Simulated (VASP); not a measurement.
# CaSe in VASP: further runs

The runs below take CaSe through single point, with r2SCAN.

Program: VASP 6.6.1. These are calculated values, not measurements. Logs are shortened: lines on timing, memory, paths and dates and some standing lists are left out, and cuts for length are marked.

### 1 The cell of the first run

It takes space group R-3m (No. 166, trigonal). Conventional cell: a = 5.140 Å, b = 5.140 Å, c = 6.480 Å, α = 90.00°, β = 90.00°, γ = 120.00°. Ca (site symmetry -3m) has 8 Se at 3.16 to 3.24 Å and 6 Ca at 3.67 Å within 4.2 Å. Se (site symmetry -3m) has 8 Ca at 3.16 to 3.24 Å and 6 Se at 3.67 Å within 4.2 Å.

### 2 Single point, r2SCAN (strain along [111] +2.9%)

POSCAR

```
CaSe
1.0
    3.6702846516      0.0354997327      0.0354997327
    0.0354997327      3.6702846516      0.0354997327
    0.0354997327      0.0354997327      3.6702846516
Ca Se
1 1
Direct
    0.0000000000      0.0000000000      0.0000000000
    0.5000000000      0.5000000000      0.5000000000
```

INCAR.step1

```
SYSTEM = CaSe
ALGO = Normal ; EDIFF = 1E-4
ENCUT = 520 ; GGA = PE
ISMEAR = 0 ; LASPH = .True.
LCHARG = .False. ; LREAL = .False.
LWAVE = .True. ; NBANDS = 15
NELM = 60 ; PREC = Accurate
SIGMA = 0.01
```

INCAR.step2

```
SYSTEM = CaSe
ALGO = Normal ; EDIFF = 1E-6
ENCUT = 520 ; ISIF = 2
ISMEAR = 0 ; ISTART = 1
LASPH = .True. ; LCHARG = .False.
LMIXTAU = .True. ; LREAL = .False.
LWAVE = .False. ; METAGGA = R2SCAN
NBANDS = 15 ; NELM = 60
PREC = Accurate ; SIGMA = 0.01
```

KPOINTS

```
k-points
0
Gamma
  8 8 8
  0 0 0
```

Potentials or basis: VASP PAW PBE potentials, release 64 (Ca_sv, Se).

On the command line:

```console
> cat potpaw_PBE.64/Ca_sv/POTCAR potpaw_PBE.64/Se/POTCAR > POTCAR
> cp INCAR.step1 INCAR
> mpirun -np 1 vasp_std > vasp.out
> cp INCAR.step2 INCAR
> mpirun -np 1 vasp_std > vasp.out
```

OUTCAR:

```text
SYSTEM = CaSe
   EDIFF = 1E-6
   ENCUT = 520
   ISIF = 2
   ISMEAR = 0
   ISTART = 1
   LASPH = .True.
   LREAL = .False.
   METAGGA = R2SCAN
   NELM = 60
   PREC = Accurate

 ion  position               nearest neighbor table
   1  0.000  0.000  0.000-
   2  0.500  0.500  0.500-

  LATTYP: Found a trigonal (rhomboedric) cell.
 ALAT       =     3.6706279961
 COS(alpha) =     0.0194343183

  Lattice vectors:

 A1 = (   3.6702846516,   0.0354997327,   0.0354997327)
 A2 = (   0.0354997327,   3.6702846516,   0.0354997327)
 A3 = (   0.0354997327,   0.0354997327,   3.6702846516)

Analysis of symmetry for initial positions (statically):
=====================================================================
 Subroutine PRICEL returns:
 Original cell was already a primitive cell.

 Routine SETGRP: Setting up the symmetry group for a
 trigonal (rhombohedral) supercell.

 Subroutine GETGRP returns: Found 12 space group operations
 (whereof 12 operations were pure point group operations)
 out of a pool of 12 trial point group operations.

The static configuration has the point symmetry D_3d.

Analysis of symmetry for dynamics (positions and initial velocities):
=====================================================================
 Subroutine PRICEL returns:
 Original cell was already a primitive cell.

 Routine SETGRP: Setting up the symmetry group for a
 trigonal (rhombohedral) supercell.

 Subroutine GETGRP returns: Found 12 space group operations
 (whereof 12 operations were pure point group operations)
 out of a pool of 12 trial point group operations.

The dynamic configuration has the point symmetry D_3d.

 Subroutine INISYM returns: Found 12 space group operations
 (whereof 12 operations are pure point group operations),
 and found     1 'primitive' translations

----------------------------------------------------------------------------------------

                                     Primitive cell

  volume of cell :      49.4286

  direct lattice vectors                    reciprocal lattice vectors
     3.670284652  0.035499733  0.035499733     0.272508930 -0.002610512 -0.002610512
     0.035499733  3.670284652  0.035499733    -0.002610512  0.272508930 -0.002610512
     0.035499733  0.035499733  3.670284652    -0.002610512 -0.002610512  0.272508930

  length of vectors
     3.670627996  3.670627996  3.670627996     0.272533937  0.272533937  0.272533937

  position of ions in fractional coordinates (direct lattice)
     0.000000000  0.000000000  0.000000000
     0.500000000  0.500000000  0.500000000

[... 87 lines left out ...]
   NELECT =      16.0000    total number of electrons
   NUPDOWN=      -1.0000    fix difference up-down
   EMIN   =  10.00;   EMAX   =-10.00  energy-range for DOS
   EFERMI =   0.00;   METHOD = LEGACY
   ISMEAR =     0;   SIGMA  =   0.01  broadening in eV -4-tet -1-fermi 0-gaus
   EFERMI_NEDOS =   21; number of points for ismear=-14 and -15
   IALGO  =     38    algorithm
   IMIX   =      4    mixing-type and parameters
     AMIX     =   0.40;   BMIX     =  1.00
     AMIX_MAG =   1.60;   BMIX_MAG =  1.00
  volume/ion in A,a.u.               =      24.71       166.78
  Fermi-wavevector in a.u.,A,eV,Ry     =   1.124058  2.124162 17.191053  1.263507
  Thomas-Fermi vector in A             =   2.260728
   LORBIT       =      0    0 simple, 1 ext, 2 COOP (PROOUT), +10 PAW based schemes
   METAGGA = R2SCAN    functional components
   LHFCALC =     F    Hartree Fock is set to
   AEXX    =    0.0000 exact exchange contribution
   IVDW    =     0    specifies the selected vdW correction
   LEPSILON=     F    determine dielectric tensor
   LRPA    =     F    only Hartree local field effects (RPA)
 non-spin polarized calculation
 Gauss-broadening in eV      SIGMA  =   0.01
  energy-cutoff  :      520.00
  volume of cell :       49.43
 maximum number of plane-waves:      1361
   NGX = 13   NGY = 13   NGZ = 13

 number of electron      16.0000000 magnetization

 Free energy of the ion-electron system (eV)
  ---------------------------------------------------
  ext. energy  EPLUGINS =         0.00000000
  ---------------------------------------------------
  free energy    TOTEN  =       -25.22146930 eV

  energy without entropy =      -25.22146930  energy(sigma->0) =      -25.22146930

 E-fermi :   3.8577     XC(G=0):  -9.8888

 val. band max:        3.8086223701   @ k =   0.5000   0.5000   0.0000
 cond. band min:       5.1023266196   @ k =   0.5000   0.5000   0.0000
 fundamental gap:      1.2937042495
 Fermi energy:         3.8577304526

 k-point     1 :       0.0000    0.0000    0.0000
  band No.  band energies     occupation
      1     -39.2295      2.00000
      2     -19.2921      2.00000
      3     -19.2832      2.00000
      4     -19.2832      2.00000
      5      -9.5200      2.00000
      6       2.9218      2.00000
      7       2.9218      2.00000
      8       3.0236      2.00000
      9       5.4209      0.00000
     10       5.4209      0.00000
     11       6.5266      0.00000
     12       8.5969      0.00000
     13       8.5969      0.00000
     14       8.7100      0.00000
[... 401 lines left out ...]
      2     -19.4130      2.00000
      3     -19.2961      2.00000
      4     -19.2864      2.00000
      5      -8.8244      2.00000
      6      -0.3085      2.00000
      7       2.2212      2.00000
      8       2.5557      2.00000
      9       6.3874      0.00000
     10       7.8429      0.00000
     11       7.9935      0.00000
     12       8.8309      0.00000
     13       9.4231      0.00000
     14      10.2034      0.00000
     15      12.1730      0.00000

 [... further k-points ...]

------------------------ aborting loop because EDIFF is reached ----------------------------------------

  FORCE on cell =-STRESS in cart. coord.  units (eV):
  Direction    XX          YY          ZZ          XY          YZ          ZX
  --------------------------------------------------------------------------------------
  -------------------------------------------------------------------------------------
  Total       -0.4010385     -0.4010385     -0.4010385      0.0301789      0.0301789      0.0301789
  in kB      -12.9992555    -12.9992555    -12.9992555      0.9782196      0.9782196      0.9782196
  external PRESSURE =     -12.9992555 kB  Pullay stress =       0.0000000 kB

 VOLUME and BASIS-vectors are now :
 -----------------------------------------------------------------------------
  energy-cutoff  :      520.00
  volume of cell :       49.43
      direct lattice vectors                 reciprocal lattice vectors
     3.670284652  0.035499733  0.035499733     0.272508930 -0.002610512 -0.002610512
     0.035499733  3.670284652  0.035499733    -0.002610512  0.272508930 -0.002610512
     0.035499733  0.035499733  3.670284652    -0.002610512 -0.002610512  0.272508930

 POSITION                                       TOTAL-FORCE (eV/Angst)
 -----------------------------------------------------------------------------------
      0.00000      0.00000      0.00000        -0.000000     -0.000000     -0.000000
      1.87064      1.87064      1.87064         0.000000      0.000000      0.000000
 -----------------------------------------------------------------------------------
    total drift:                               -0.000000      0.000000      0.000000

  FREE ENERGIE OF THE ION-ELECTRON SYSTEM (eV)
  ---------------------------------------------------
  free  energy   TOTEN  =       -25.2214693024 eV

  energy  without entropy=      -25.2214693024  energy(sigma->0) =      -25.22146930
```

Run time: 53 s. Hardware: 1 thread of Intel Xeon 6975P-C (Granite Rapids), shared host; peak memory 0.19 GiB.

What came out:

```
Free energy            : -25.2215 eV
Pressure               : -1.3 GPa
Band gap on the k mesh : 1.29 eV
```

Caveat: the cell differs from its parent crystal (strain along [111] +2.9%); the PAW data sets were made with another functional, which shifts forces and pressure a little. A k mesh can miss the band edges.

### 3 Single point, r2SCAN (shear xy strain +2.1%)

POSCAR

```
CaSe
1.0
    3.6347849189      0.0387104594      0.0000000000
    0.0387104594      3.6347849189      0.0000000000
    0.0000000000      0.0000000000      3.6347849189
Ca Se
1 1
Direct
    0.0000000000      0.0000000000      0.0000000000
    0.5000000000      0.5000000000      0.5000000000
```

INCAR.step1

```
SYSTEM = CaSe
PREC = Accurate ; ENCUT = 520
ISMEAR = 0 ; SIGMA = 0.01
LREAL = .FALSE. ; LASPH = .TRUE.
NELM = 60 ; NBANDS = 15
GGA = PE ; ALGO = Normal
EDIFF = 1E-4 ; LWAVE = .TRUE.
LCHARG = .FALSE.
```

INCAR.step2

```
SYSTEM = CaSe
PREC = Accurate ; ENCUT = 520
EDIFF = 1E-7 ; ISMEAR = 0
SIGMA = 0.01 ; LREAL = .FALSE.
LASPH = .TRUE. ; NELM = 60
ALGO = Normal ; ISIF = 2
LWAVE = .FALSE. ; LCHARG = .FALSE.
METAGGA = R2SCAN ; LMIXTAU = .TRUE.
NBANDS = 15 ; ISTART = 1
```

KPOINTS

```
regular mesh
0
G
  8 8 8
  0 0 0
```

Potentials or basis: VASP PAW PBE potentials, release 64 (Ca_sv, Se).

On the command line:

```console
> cat potpaw_PBE.64/Ca_sv/POTCAR potpaw_PBE.64/Se/POTCAR > POTCAR
> cp INCAR.step1 INCAR
> mpirun -np 1 vasp_std > vasp.out
> cp INCAR.step2 INCAR
> mpirun -np 1 vasp_std > vasp.out
```

OUTCAR:

```text
SYSTEM = CaSe
   PREC = Accurate
   ENCUT = 520
   EDIFF = 1E-7
   ISMEAR = 0
   LREAL = .FALSE.
   LASPH = .TRUE.
   NELM = 60
   ISIF = 2
   METAGGA = R2SCAN
   ISTART = 1

 ion  position               nearest neighbor table
   1  0.000  0.000  0.000-
   2  0.500  0.500  0.500-

  LATTYP: Found a base centered orthorhombic cell.
 ALAT       =     5.0856172719
 B/A-ratio  =     1.0215292869
 C/A-ratio  =     0.7147185336

  Lattice vectors:

 A1 = (  -0.0387104594,  -3.6347849189,   0.0000000000)
 A2 = (   3.6347849189,   0.0387104594,   0.0000000000)
 A3 = (   0.0000000000,   0.0000000000,   3.6347849189)

Analysis of symmetry for initial positions (statically):
=====================================================================
 Subroutine PRICEL returns:
 Original cell was already a primitive cell.

 Routine SETGRP: Setting up the symmetry group for a
 base centered orthorhombic supercell.

 Subroutine GETGRP returns: Found  8 space group operations
 (whereof  8 operations were pure point group operations)
 out of a pool of  8 trial point group operations.

The static configuration has the point symmetry D_2h.

Analysis of symmetry for dynamics (positions and initial velocities):
=====================================================================
 Subroutine PRICEL returns:
 Original cell was already a primitive cell.

 Routine SETGRP: Setting up the symmetry group for a
 base centered orthorhombic supercell.

 Subroutine GETGRP returns: Found  8 space group operations
 (whereof  8 operations were pure point group operations)
 out of a pool of  8 trial point group operations.

The dynamic configuration has the point symmetry D_2h.

 Subroutine INISYM returns: Found  8 space group operations
 (whereof  8 operations are pure point group operations),
 and found     1 'primitive' translations

----------------------------------------------------------------------------------------

[... 121 lines left out ...]
   LEPSILON=     F    determine dielectric tensor
   LRPA    =     F    only Hartree local field effects (RPA)
 non-spin polarized calculation
 Gauss-broadening in eV      SIGMA  =   0.01
  energy-cutoff  :      520.00
  volume of cell :       48.02
 maximum number of plane-waves:      1328
   NGX = 13   NGY = 13   NGZ = 13

 number of electron      16.0000007 magnetization

 Free energy of the ion-electron system (eV)
  ---------------------------------------------------
  ext. energy  EPLUGINS =         0.00000000
  ---------------------------------------------------
  free energy    TOTEN  =       -25.22570122 eV

  energy without entropy =      -25.22570122  energy(sigma->0) =      -25.22570122

 E-fermi :   4.1347     XC(G=0): -10.0227

 val. band max:        4.0558452746   @ k =   0.5000   0.5000   0.0000
 cond. band min:       5.3019683191   @ k =   0.5000   0.0000   0.5000
 fundamental gap:      1.2461230445
 Fermi energy:         4.1346983304

 k-point     1 :       0.0000    0.0000    0.0000
  band No.  band energies     occupation
      1     -38.9350      2.00000
      2     -18.9954      2.00000
      3     -18.9921      2.00000
      4     -18.9895      2.00000
      5      -9.4256      2.00000
      6       3.1367      2.00000
      7       3.1716      2.00000
      8       3.2091      2.00000
      9       5.5859      0.00000
     10       5.5888      0.00000
     11       6.9534      0.00000
     12       8.8898      0.00000
     13       8.9300      0.00000
     14       8.9674      0.00000
[... 401 lines left out ...]
      2     -19.0789      2.00000
      3     -19.0080      2.00000
      4     -18.9815      2.00000
      5      -8.9960      2.00000
      6       0.7352      2.00000
      7       2.3737      2.00000
      8       3.1491      2.00000
      9       6.2795      0.00000
     10       7.4076      0.00000
     11       8.3494      0.00000
     12       8.6408      0.00000
     13       9.5375      0.00000
     14      10.2367      0.00000
     15      12.7877      0.00000

 [... further k-points ...]

------------------------ aborting loop because EDIFF is reached ----------------------------------------

  FORCE on cell =-STRESS in cart. coord.  units (eV):
  Direction    XX          YY          ZZ          XY          YZ          ZX
  --------------------------------------------------------------------------------------
  -------------------------------------------------------------------------------------
  Total        0.0564594      0.0564594      0.0584524      0.0054561      0.0000000      0.0000000
  in kB        1.8839095      1.8839095      1.9504091      0.1820576      0.0000000      0.0000000
  external PRESSURE =       1.9060761 kB  Pullay stress =       0.0000000 kB

 VOLUME and BASIS-vectors are now :
 -----------------------------------------------------------------------------
  energy-cutoff  :      520.00
  volume of cell :       48.02
      direct lattice vectors                 reciprocal lattice vectors
     3.634784919  0.038710459  0.000000000     0.275150651 -0.002930354  0.000000000
     0.038710459  3.634784919  0.000000000    -0.002930354  0.275150651  0.000000000
     0.000000000  0.000000000  3.634784919     0.000000000  0.000000000  0.275119442

 POSITION                                       TOTAL-FORCE (eV/Angst)
 -----------------------------------------------------------------------------------
      0.00000      0.00000      0.00000         0.000000      0.000000      0.000000
      1.83675      1.83675      1.81739        -0.000000      0.000000      0.000000
 -----------------------------------------------------------------------------------
    total drift:                               -0.000000      0.000000      0.000000

  FREE ENERGIE OF THE ION-ELECTRON SYSTEM (eV)
  ---------------------------------------------------
  free  energy   TOTEN  =       -25.2257012200 eV

  energy  without entropy=      -25.2257012200  energy(sigma->0) =      -25.22570122
```

Wall time 97 s (1 thread of Intel Xeon 6975P-C (Granite Rapids), shared host); peak memory 0.22 GiB.

Results:

| Item | Value |
| --- | --- |
| Free energy | -25.2257 eV |
| Pressure | 0.2 GPa |
| Band gap on the k mesh | 1.25 eV |

Levels at points of the mesh, in eV from the valence-band top:
| k point | band 6 | band 7 | band 8 | band 9 | band 10 | band 11 |
| --- | --- | --- | --- | --- | --- | --- |
| (0.00, 0.00, 0.00) | -0.92 | -0.88 | -0.85 | 1.53 | 1.53 | 2.90 |
| (0.50, 0.00, 0.00) | -4.95 | -1.04 | -1.04 | 2.50 | 5.14 | 5.29 |
| (0.50, 0.50, 0.00) | -3.68 | -3.58 | 0.00 | 1.25 | 3.49 | 3.63 |
| (0.00, 0.00, 0.50) | -4.95 | -1.13 | -0.94 | 2.50 | 5.11 | 5.32 |
| (0.50, 0.00, 0.50) | -3.63 | -3.63 | 0.00 | 1.25 | 3.45 | 3.63 |
| (0.50, 0.50, 0.50) | -3.78 | -3.76 | -3.75 | 4.27 | 4.39 | 4.52 |

Caveat: the cell differs from its parent crystal (shear xy strain +2.1%); the PAW data sets were made with another functional, which shifts forces and pressure a little. A k mesh can miss the band edges.
